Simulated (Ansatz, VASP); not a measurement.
**One calculation of GeCl3, two programs**

```xyz
4
Lattice="-3.1096 3.1096 2.5627 3.1096 -3.1096 2.5627 3.1096 3.1096 -2.5627" Properties=species:S:1:pos:R:3 pbc="T T T"
Ge    0.0000    0.0000    2.5627
Cl    0.0000    3.1096    1.2813
Cl    3.1096    0.0000    1.2813
Cl    0.0000    0.0000    0.0000
```

Alike in both runs: functional PBE; k mesh 12 × 12 × 12; occupations gaussian, width 0.1 eV; no spin polarisation.

Ansatz relaxed the structure, and its values are those at the end. VASP's run is a single point on that final structure, the one shown.

```csv
,VASP,Ansatz
version,VASP 6.6.1,Ansatz 0.2.0
potentials or method,"VASP PAW PBE potentials, release 64 (Ge_d, Cl), cutoff 520 eV","scalar-relativistic, plane waves, PAW"
valence electrons in the cell,35,35
```

|  | VASP | Ansatz | Ansatz less VASP |
| --- | --- | --- | --- |
| gap on the k mesh at the Fermi level (eV) | none | none | - |
| pressure (GPa) | -0.1 | 0.0 | +0.07 |

A gap of «none» marks a metal or a gap that the smearing closes.
